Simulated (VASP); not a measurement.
Set up this calculation in VASP 6.6.1, as the native input.

```yaml
Task: relaxation of cell and atoms
Functional: PBE
Potentials_or_basis: VASP PAW PBE potentials, release 64 (Cu)
Cutoff: 600 eV
k_mesh: 10 × 10 × 14
Occupations: fermi-dirac, width 0.05 eV
Spin: no spin polarisation
Target_pressure: 120 GPa
Dipole_correction: no
Further_INCAR_settings: ALGO = Normal; EDIFF = 1e-07; IBRION = 2; EDIFFG = -0.005; NSW = 60; ISIF = 3
```

The structure of Cu lies in POSCAR:

```
Cu
1.0
    3.6055206200      0.0000000000      0.0000000000
   -1.8027603100      3.1224724508      0.0000000000
    0.0000000000      0.0000000000      2.2354227844
Cu
3
Direct
    0.0000000000      0.0000000000      0.0000000000
    0.3333333333      0.6666666667      0.5000000000
    0.6666666667      0.3333333333      0.5000000000
```

This isn't the form of Cu at room conditions, which is fcc.

These files were run (other wordings do the same):

INCAR

```
  PREC = Accurate
  ENCUT = 600
  EDIFF = 1E-7
  ISMEAR = -1
  SIGMA = 0.05
  LREAL = F
  LASPH = T
  NELM = 80
  ALGO = Normal
  ISIF = 3
  LWAVE = F
  LCHARG = F
  GGA = PE
  IBRION = 2
  NSW = 60
  EDIFFG = -0.005
  PSTRESS = 1200.0
```

KPOINTS

```
Automatic mesh
0
Gamma
  10 10 14
```

Potentials or basis: VASP PAW PBE potentials, release 64 (Cu).

Command:

```bash
$ cat potpaw_PBE.64/Cu/POTCAR > POTCAR
$ mpirun -np 1 vasp_std > vasp.out
```

Results of the run:

```json
{
  "Relaxed volume": "8.49 Å³/atom",
  "Relaxed cell": "a = 3.662 Å, b = 3.662 Å, c = 2.194 Å, α = 90.00°, β = 90.00°, γ = 120.00°",
  "Space group after relaxing (to 0.1 Å)": "P6/mmm (No. 191)",
  "Energy change on relaxing (the run minimises the enthalpy)": "-95.7 meV/atom",
  "Ionic steps": "8",
  "Pressure after relaxing": "120.0 GPa",
  "Band gap on the k mesh": "zero (an odd number of electrons rules out a gap without spin polarisation)"
}
```

Caveat: the cell is relaxed towards a set pressure, so the run minimises the enthalpy, not the energy.

Wall time 11 min on 1 thread of AMD EPYC 7R13, on a shared host, peak memory 0.16 GiB.
